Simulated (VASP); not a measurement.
# Ca8O9 (a cell with a defect) in VASP: notebook

Ca8O9 (a cell with a defect) is run at these levels: PBEsol+D3(BJ), PBEsol; tasks: single point.

All numbers are computed with VASP 6.6.1; they aren't measurements. Logs are shortened: lines on timing, memory, paths and dates and some standing lists are left out, and cuts for length are marked.

## 1. The cell of the first run

The cell holds a defect, 17 atoms: a = 9.535 Å, b = 4.768 Å, c = 4.768 Å, α = 90.00°, β = 90.00°, γ = 90.00°.

## 2. Single point, PBEsol+D3(BJ)

Input file INCAR:

```
PREC     = Accurate       # precision mode
ENCUT    = 520            # plane-wave cutoff, eV
EDIFF    = 1E-7           # SCF threshold, eV
ISMEAR   = -1             # smearing method
SIGMA    = 0.05           # smearing width, eV
LREAL    = Auto         
LASPH    = True           # aspherical terms in the spheres
NELM     = 100            # most SCF steps
ALGO     = Normal         # electronic algorithm
ISIF     = 2              # what is computed and relaxed
LWAVE    = False          # write WAVECAR
LCHARG   = False          # write CHGCAR
GGA      = PS             # functional
IVDW     = 12             # dispersion correction
NBANDS   = 81             # bands
NELECT   = 136.0
```

Input file KPOINTS:

```
Automatic mesh
0
Gamma
  1 1 1
  0.5 0.5 0.5
```

Input file POSCAR:

```
Ca8O9
1.0
    9.5352000000      0.0000000000      0.0000000000
    0.0000000000      4.7676000000      0.0000000000
    0.0000000000      0.0000000000      4.7676000000
O Ca
9 8
Direct
    0.2505320000      0.0051520000      0.9878670000
    0.7469570000      0.0147920000      0.0062840000
    0.0022880000      0.4995870000      0.0089680000
    0.4456640000      0.3888630000      0.0053040000
    0.9985830000      0.0067120000      0.5025940000
    0.4964420000      0.9947070000      0.4993790000
    0.2541970000      0.5006490000      0.5037990000
    0.7531320000      0.5074170000      0.4999030000
    0.5552250000      0.5987150000      0.0017510000
    0.0006600000      0.0157730000      0.9941910000
    0.4994170000      0.0097000000      0.0078200000
    0.2513090000      0.5152370000      0.0000570000
    0.7489550000      0.5146990000      0.0053410000
    0.2445850000      0.9974640000      0.4900670000
    0.7536970000      0.0105360000      0.4902870000
    0.0023270000      0.4926480000      0.4952800000
    0.4990700000      0.4920580000      0.5055530000
```

Potentials or basis: VASP PAW PBE potentials, release 64 (O, Ca_sv).

Launch:

```
$ cat potpaw_PBE.64/O/POTCAR potpaw_PBE.64/Ca_sv/POTCAR > POTCAR
$ mpirun -np 1 vasp_std > vasp.out
```

OUTCAR:

```text
PREC = Accurate
   ENCUT = 520
   EDIFF = 1E-7
   ISMEAR = -1
   LREAL = Auto
   LASPH = True
   NELM = 100
   ISIF = 2
   GGA = PS
   IVDW = 12
   NELECT = 136.0
 IVDW          = 12

 ion  position               nearest neighbor table
   1  0.251  0.005  0.988-  12 2.34  14 2.37  11 2.38  10 2.38  14 2.40  12 2.43
   2  0.747  0.015  0.006-  15 2.31  11 2.36  13 2.38  13 2.38  10 2.42  15 2.46
   3  0.002  0.500  0.009-  10 2.31  16 2.32  12 2.38  13 2.42  16 2.45  10 2.46
   4  0.446  0.389  0.005-   9 1.45  11 1.88  12 1.95  17 2.49  17 2.49
   5  0.999  0.007  0.503-  16 2.32  15 2.34  10 2.34  14 2.35  10 2.42  16 2.45
   6  0.496  0.995  0.499-  11 2.34  17 2.37  17 2.40  14 2.40  11 2.43  15 2.45
   7  0.254  0.501  0.504-  17 2.34  12 2.37  14 2.37  14 2.40  16 2.40  12 2.40
   8  0.753  0.507  0.500-  13 2.36  15 2.37  16 2.38  15 2.40  13 2.41  17 2.42
   9  0.555  0.599  0.002-   4 1.45  13 1.89  11 2.03  17 2.48  17 2.51
  10  0.001  0.016  0.994-   3 2.31   5 2.34   1 2.38   2 2.42   5 2.42   3 2.46
  11  0.499  0.010  0.008-   4 1.88   9 2.03   6 2.34   2 2.36   1 2.38   6 2.43
  12  0.251  0.515  0.000-   4 1.95   1 2.34   7 2.37   3 2.38   7 2.40   1 2.43
  13  0.749  0.515  0.005-   9 1.89   8 2.36   2 2.38   2 2.38   8 2.41   3 2.42
  14  0.245  0.997  0.490-   5 2.35   7 2.37   1 2.37   1 2.40   7 2.40   6 2.40
  15  0.754  0.011  0.490-   2 2.31   5 2.34   8 2.37   8 2.40   6 2.45   2 2.46
  16  0.002  0.493  0.495-   5 2.32   3 2.32   8 2.38   7 2.40   3 2.45   5 2.45
  17  0.499  0.492  0.506-   7 2.34   6 2.37   6 2.40   8 2.42   9 2.48   4 2.49   4 2.49   9 2.51

  LATTYP: Found a simple tetragonal cell.
 ALAT       =     4.7676000000
 C/A-ratio  =     2.0000000000

  Lattice vectors:

 A1 = (   0.0000000000,   4.7676000000,   0.0000000000)
 A2 = (   0.0000000000,   0.0000000000,   4.7676000000)
 A3 = (   9.5352000000,   0.0000000000,   0.0000000000)

Analysis of symmetry for initial positions (statically):
=====================================================================
 Subroutine PRICEL returns:
 Original cell was already a primitive cell.

 Routine SETGRP: Setting up the symmetry group for a
 simple tetragonal supercell.

 Subroutine GETGRP returns: Found  1 space group operations
 (whereof  1 operations were pure point group operations)
 out of a pool of 16 trial point group operations.

The static configuration has the point symmetry C_1 .

Analysis of symmetry for dynamics (positions and initial velocities):
=====================================================================
 Subroutine PRICEL returns:
 Original cell was already a primitive cell.

 Routine SETGRP: Setting up the symmetry group for a
 simple tetragonal supercell.

 Subroutine GETGRP returns: Found  1 space group operations
 (whereof  1 operations were pure point group operations)
 out of a pool of 16 trial point group operations.

The dynamic configuration has the point symmetry C_1 .

 Subroutine INISYM returns: Found  1 space group operations
 (whereof  1 operations are pure point group operations),
 and found     1 'primitive' translations

----------------------------------------------------------------------------------------

                                     Primitive cell

  volume of cell :     216.7352

  direct lattice vectors                    reciprocal lattice vectors
     9.535200000  0.000000000  0.000000000     0.104874570  0.000000000  0.000000000
     0.000000000  4.767600000  0.000000000     0.000000000  0.209749140  0.000000000
     0.000000000  0.000000000  4.767600000     0.000000000  0.000000000  0.209749140

  length of vectors
     9.535200000  4.767600000  4.767600000     0.104874570  0.209749140  0.209749140

  position of ions in fractional coordinates (direct lattice)
     0.250532000  0.005152000  0.987867000
     0.746957000  0.014792000  0.006284000
     0.002288000  0.499587000  0.008968000
     0.445664000  0.388863000  0.005304000
     0.998583000  0.006712000  0.502594000
     0.496442000  0.994707000  0.499379000
[... 9 lines left out ...]
     0.002327000  0.492648000  0.495280000
     0.499070000  0.492058000  0.505553000

  ion indices of the primitive-cell ions
   primitive index   ion index
                 1           1
                 2           2
                 3           3
                 4           4
                 5           5
                 6           6
[... 9 lines left out ...]
                16          16
                17          17

----------------------------------------------------------------------------------------

 KPOINTS: Automatic mesh

Automatic generation of k-mesh.
 Grid dimensions read from file:
 generate k-points for:    1    1    1

 Generating k-lattice:

  Cartesian coordinates                     Fractional coordinates (reciprocal lattice)
     0.104874570  0.000000000  0.000000000     1.000000000  0.000000000  0.000000000
     0.000000000  0.209749140  0.000000000     0.000000000  1.000000000  0.000000000
     0.000000000  0.000000000  0.209749140     0.000000000  0.000000000  1.000000000

  Length of vectors
     0.104874570  0.209749140  0.209749140

  Shift w.r.t. Gamma in fractional coordinates (k-lattice)
     0.500000000  0.500000000  0.500000000

 Subroutine IBZKPT returns following result:
 ===========================================

 Found      1 irreducible k-points:

 Following reciprocal coordinates:
            Coordinates               Weight
  0.500000  0.500000  0.500000      1.000000
   k-points           NKPTS =      1   k-points in BZ     NKDIM =      1   number of bands    NBANDS=     81
   number of dos      NEDOS =    301   number of ions     NIONS =     17
   total plane-waves  NPLWV =  93312
   dimension x,y,z NGX =    72 NGY =   36 NGZ =   36
   dimension x,y,z NGXF=   144 NGYF=   72 NGZF=   72
   ions per type =               9   8
   NGX,Y,Z   is equivalent  to a cutoff of  12.55, 12.55, 12.55 a.u.
   NGXF,Y,Z  is equivalent  to a cutoff of  25.11, 25.11, 25.11 a.u.
 SYSTEM =  unknown system
   PREC   = accura    normal or accurate (medium, high low for compatibility)
   ISTART =      0    job   : 0-new  1-cont  2-samecut
   ICHARG =      2    charge: 1-file 2-atom 10-const
   ISPIN  =      1    spin polarized calculation?
   LNONCOLLINEAR =      F non collinear calculations
   LSORBIT =      F    spin-orbit coupling
   LASPH  =      T    aspherical Exc in radial PAW
   ENCUT  =  520.0 eV  38.22 Ry    6.18 a.u.  17.73  8.86  8.86*2*pi/ulx,y,z
   NELM   =    100;   NELMIN=  2; NELMDL= -5     # of ELM steps
   EDIFF  = 0.1E-06   stopping-criterion for ELM
   LREAL  =      T    real-space projection
   EDIFFG = 0.1E-05   stopping-criterion for IOM
   NSW    =      0    number of steps for IOM
   IBRION =     -1    ionic relax: 0-MD 1-quasi-New 2-CG
   NFREE  =      0    steps in history (QN), initial steepest desc. (CG)
   ISIF   =      2    stress and relaxation
   ISYM   =      2    0-nonsym 1-usesym 2-fastsym
   POTIM  = 0.5000    time-step for ionic-motion
   TEBEG  =    0.0;   TEEND  =   0.0 temperature during run
   PSTRESS=    0.0 pullay stress
   NELECT =     136.0000    total number of electrons
   NUPDOWN=      -1.0000    fix difference up-down
   EMIN   =  10.00;   EMAX   =-10.00  energy-range for DOS
   EFERMI =   0.00;   METHOD = LEGACY
   ISMEAR =    -1;   SIGMA  =   0.05  broadening in eV -4-tet -1-fermi 0-gaus
   EFERMI_NEDOS =   21; number of points for ismear=-14 and -15
   IALGO  =     38    algorithm
   IMIX   =      4    mixing-type and parameters
     AMIX     =   0.40;   BMIX     =  1.00
     AMIX_MAG =   1.60;   BMIX_MAG =  1.00
  volume/ion in A,a.u.               =      12.75        86.04
  Fermi-wavevector in a.u.,A,eV,Ry     =   1.401559  2.648562 26.726837  1.964367
  Thomas-Fermi vector in A             =   2.524408
   LORBIT       =      0    0 simple, 1 ext, 2 COOP (PROOUT), +10 PAW based schemes
   GGA     = PS    functional components
   LHFCALC =     F    Hartree Fock is set to
   AEXX    =    0.0000 exact exchange contribution
   IVDW    =    12    specifies the selected vdW correction
   LEPSILON=     F    determine dielectric tensor
   LRPA    =     F    only Hartree local field effects (RPA)
 non-spin polarized calculation
  energy-cutoff  :      520.00
  volume of cell :      216.74
 maximum number of plane-waves:      5880
 NGX is ok and might be reduce to    72
   NGX = 35   NGY = 17   NGZ = 17

 number of electron     135.9999995 magnetization

 Free energy of the ion-electron system (eV)
  ---------------------------------------------------
  ext. energy  EPLUGINS =         0.00000000
  ---------------------------------------------------
  free energy    TOTEN  =      -105.11133645 eV

  energy without entropy =     -104.96864596  energy(sigma->0) =     -105.03999120

 E-fermi :   8.7015     XC(G=0): -11.2072

 val. band max:        8.6598836457   @ k =   0.5000   0.5000   0.5000
 cond. band min:       8.7566564461   @ k =   0.5000   0.5000   0.5000
 fundamental gap:      0.0967728005
 Fermi energy:         8.7015454914

 k-point     1 :       0.5000    0.5000    0.5000
  band No.  band energies     occupation
      1     -34.9148      2.00000
      2     -34.8608      2.00000
      3     -34.8378      2.00000
      4     -34.7884      2.00000
      5     -34.7361      2.00000
      6     -33.8893      2.00000
[... 72 lines left out ...]
     79       9.8836      0.00000
     80       9.9380      0.00000
 [bands above 80 left out]

------------------------ aborting loop because EDIFF is reached ----------------------------------------

 Edisp (eV)   -4.49994

 E8    (eV) :    -3.0468

  FORCE on cell =-STRESS in cart. coord.  units (eV):
  Direction    XX          YY          ZZ          XY          YZ          ZX
  --------------------------------------------------------------------------------------
  -------------------------------------------------------------------------------------
  Total      47.95387    10.12264   -21.89321     8.27099    -0.15475    -0.26171
  in kB     354.49070    74.82989  -161.84176    61.14186    -1.14396    -1.93464
  external pressure =       89.16 kB  Pullay stress =        0.00 kB

 VOLUME and BASIS-vectors are now :
 -----------------------------------------------------------------------------
  energy-cutoff  :      520.00
  volume of cell :      216.74
      direct lattice vectors                 reciprocal lattice vectors
     9.535200000  0.000000000  0.000000000     0.104874570  0.000000000  0.000000000
     0.000000000  4.767600000  0.000000000     0.000000000  0.209749140  0.000000000
     0.000000000  0.000000000  4.767600000     0.000000000  0.000000000  0.209749140

 POSITION                                       TOTAL-FORCE (eV/Angst)
 -----------------------------------------------------------------------------------
      2.38887      0.02456      4.70975        -1.470453     -0.773296     -0.015361
      7.12238      0.07052      0.02996         1.667409      0.850903     -0.413991
      0.02182      2.38183      0.04276        -0.061374      0.122421     -0.510674
      4.24950      1.85394      0.02529        -9.724706     -5.094217      0.238095
      9.52169      0.03200      2.39617         0.188221     -0.173687      0.073827
      4.73367      4.74237      2.38084         0.330464      0.311429      0.246947
[... 9 lines left out ...]
      0.02219      2.34875      2.36130        -0.175874      0.582214      0.049513
      4.75873      2.34594      2.41027         0.038088      0.323569     -0.148506
 -----------------------------------------------------------------------------------
    total drift:                                0.004264      0.002956      0.003980

  FREE ENERGIE OF THE ION-ELECTRON SYSTEM (eV)
  ---------------------------------------------------
  free  energy   TOTEN  =      -109.6112725280 eV

  energy  without entropy=     -109.4685820335  energy(sigma->0) =     -109.53992728
```

It took 68 s on 1 thread of Intel Xeon Platinum 8259CL at 2.50GHz (Skylake/Cascade Lake), shared host; peak memory 0.29 GiB.

Results:

```yaml
Free_energy: -109.6113 eV
Largest_force: 10.981 eV/Å
Dispersion_energy_per_atom: -0.265 eV
```

Forces in eV/Å, atoms in the order of the input:
```
O   -1.470 -0.773 -0.015
O    1.667  0.851 -0.414
O   -0.061  0.122 -0.511
O   -9.725 -5.094  0.238
O    0.188 -0.174  0.074
O    0.330  0.311  0.247
O   -0.866  0.380 -0.277
O    0.067  0.025 -0.027
O    7.907  7.373 -0.368
Ca  -0.126 -0.445  0.677
Ca   0.641 -3.047 -0.094
Ca  -2.375 -0.317  0.002
Ca   3.668 -0.137 -0.069
Ca   1.211  0.386  0.189
Ca  -0.919 -0.367  0.448
Ca  -0.176  0.582  0.050
Ca   0.038  0.324 -0.149
```

Caveat: the k points lie up to 1.32 Å⁻¹ apart, too coarse for converged energies, forces and pressures; the cell carries a net charge on a neutralising background, which shifts energy and pressure; the cell is charged against a uniform background, so pressure and absolute levels hang on convention; the PAW data sets were made with another functional, which shifts forces and pressure a little.

## 3. Single point, PBEsol

Input file INCAR:

```
SYSTEM = Ca8O9
PREC = Accurate
ENCUT = 520
EDIFF = 1E-6
ISMEAR = -1
SIGMA = 0.05
LREAL = Auto
LASPH = .True.
NELM = 100
ALGO = Normal
ISIF = 2
LWAVE = .False.
LCHARG = .True.
GGA = PS
LELF = .True.
LVHAR = .True.
NELECT = 136.0
NBANDS = 81
```

Input file KPOINTS:

```
Automatic mesh
0
Gamma
  2 2 2
  0.5 0.5 0.5
```

POSCAR is that of step 2.

Potentials or basis: VASP PAW PBE potentials, release 64 (O, Ca_sv).

Launch:

```
$ cat potpaw_PBE.64/O/POTCAR potpaw_PBE.64/Ca_sv/POTCAR > POTCAR
$ mpirun -np 1 vasp_std > vasp.out
```

Run time: 2.4 min. Hardware: 1 thread of Intel Xeon Platinum 8259CL at 2.50GHz (Skylake/Cascade Lake), shared host; peak memory 0.3 GiB.

It converged, with:

| Item | Value |
| --- | --- |
| Free energy | -95.0455 eV |
| Largest force | 4.941 eV/Å |

Forces on the atoms (eV/Å):
```
O   -0.711 -0.332  0.205
O    0.658  0.421 -0.243
O   -0.011  0.264 -0.260
O   -3.261 -0.455  0.086
O    0.046 -0.235 -0.181
O    0.156  0.114  0.110
O   -0.378  0.183 -0.188
O   -0.010 -0.088  0.053
O    1.367  3.071 -0.165
Ca  -0.048 -0.430  0.162
Ca   0.692 -2.877 -0.222
Ca  -3.538  0.292 -0.100
Ca   4.876 -0.773 -0.184
Ca   0.624  0.210  0.255
Ca  -0.449 -0.251  0.473
Ca  -0.111  0.577  0.245
Ca   0.097  0.307 -0.047
```

Levels at points of the mesh, in eV from the Fermi level:
| k point | band 63 | band 64 | band 65 | band 66 | band 67 | band 68 | band 69 | band 70 | band 71 | band 72 |
| --- | --- | --- | --- | --- | --- | --- | --- | --- | --- | --- |
| (0.25, 0.25, 0.25) | -5.52 | -5.45 | -5.27 | -4.98 | -4.29 | -0.24 | 0.02 | 0.40 | 0.57 | 0.87 |

Caveat: the k points lie up to 0.66 Å⁻¹ apart; the cell carries a net charge on a neutralising background, which shifts energy and pressure; the cell is charged against a uniform background, so pressure and absolute levels hang on convention; the PAW data sets were made with another functional, which shifts forces and pressure a little.

## 4. Single point, PBEsol

Input file INCAR:

```
PREC = Accurate
ENCUT = 520
EDIFF = 1E-6
ISMEAR = 1
SIGMA = 0.05
LREAL = Auto
LASPH = T
NELM = 60
ALGO = Normal
ISIF = 2
LWAVE = F
LCHARG = F
GGA = PS
NBANDS = 81
NELECT = 136.0
```

KPOINTS is that of step 3.

POSCAR is that of step 3.

Launch:

```
$ cat potpaw_PBE.64/O/POTCAR potpaw_PBE.64/Ca_sv/POTCAR > POTCAR
$ mpirun -np 1 vasp_std > vasp.out
```

It took 2.4 min on 1 thread of Intel Xeon Platinum 8259CL at 2.50GHz (Skylake/Cascade Lake), shared host; peak memory 0.31 GiB.

It converged, with:

```
Free energy   : -94.9788 eV
Largest force : 4.977 eV/Å
```

Forces in eV/Å, atoms in the order of the input:
```
O   -0.704 -0.276  0.202
O    0.633  0.419 -0.242
O   -0.029  0.240 -0.260
O   -2.952 -0.202  0.089
O    0.028 -0.270 -0.183
O    0.153  0.092  0.107
O   -0.380  0.215 -0.194
O   -0.005 -0.066  0.057
O    1.110  2.806 -0.159
Ca  -0.014 -0.400  0.164
Ca   0.662 -2.859 -0.225
Ca  -3.576  0.292 -0.090
Ca   4.904 -0.822 -0.202
Ca   0.635  0.183  0.254
Ca  -0.447 -0.247  0.482
Ca  -0.096  0.593  0.246
Ca   0.078  0.303 -0.046
```

Levels at points of the mesh, in eV from the Fermi level:
```csv
k point,band 66,band 67,band 68,band 69,band 70,band 71
"(0.25, 0.25, 0.25)",-5.03,-4.35,-0.28,0.01,0.38,0.53
```

Caveat: the k points lie up to 0.66 Å⁻¹ apart; the cell carries a net charge on a neutralising background, which shifts energy and pressure; the cell is charged against a uniform background, so pressure and absolute levels hang on convention; the PAW data sets were made with another functional, which shifts forces and pressure a little.

## 5. Single point, PBEsol

Input file INCAR:

```
ALGO = Normal
EDIFF = 1E-7
ENCUT = 520
GGA = PS
ISIF = 2
ISMEAR = -1
LASPH = T
LCHARG = T
LELF = T
LREAL = Auto
LVHAR = T
LWAVE = F
NBANDS = 81
NELECT = 137.0
NELM = 80
PREC = Accurate
SIGMA = 0.05
```

KPOINTS is that of step 4.

POSCAR is that of step 4.

Launch:

```
$ cat potpaw_PBE.64/O/POTCAR potpaw_PBE.64/Ca_sv/POTCAR > POTCAR
$ mpirun -np 1 vasp_std > vasp.out
```

It took 2.6 min on 1 thread of Intel Xeon Platinum 8259CL at 2.50GHz (Skylake/Cascade Lake), shared host; peak memory 0.31 GiB.

Results (log left out):

- Free energy: -87.7273 eV
- Largest force: 4.870 eV/Å

Forces in eV/Å, atoms in the order of the input:
```
O   -0.674 -0.326  0.163
O    0.625  0.394 -0.263
O   -0.035  0.308 -0.287
O   -3.642 -0.928  0.083
O    0.019 -0.251 -0.198
O    0.155  0.103  0.117
O   -0.316  0.146 -0.171
O   -0.047 -0.053  0.053
O    1.771  3.565 -0.170
Ca  -0.023 -0.424  0.199
Ca   0.694 -2.862 -0.201
Ca  -3.486  0.332 -0.057
Ca   4.793 -0.846 -0.184
Ca   0.536  0.151  0.230
Ca  -0.387 -0.150  0.494
Ca  -0.087  0.550  0.252
Ca   0.103  0.292 -0.060
```

Levels at points of the mesh, in eV from the Fermi level:
```csv
k point,band 65,band 66,band 67,band 68,band 69,band 70,band 71,band 72
"(0.25, 0.25, 0.25)",-5.37,-5.05,-4.31,-0.31,-0.05,0.30,0.52,0.80
```

Caveat: the k points lie up to 0.66 Å⁻¹ apart, too coarse for converged energies and pressures of a metal; the cell carries a net charge on a neutralising background, which shifts energy and pressure; the cell is charged against a uniform background, so pressure and absolute levels hang on convention; the PAW data sets were made with another functional, which shifts forces and pressure a little; an odd number of electrons without spin polarisation forces a metal; a magnetic or distorted state may lie lower.
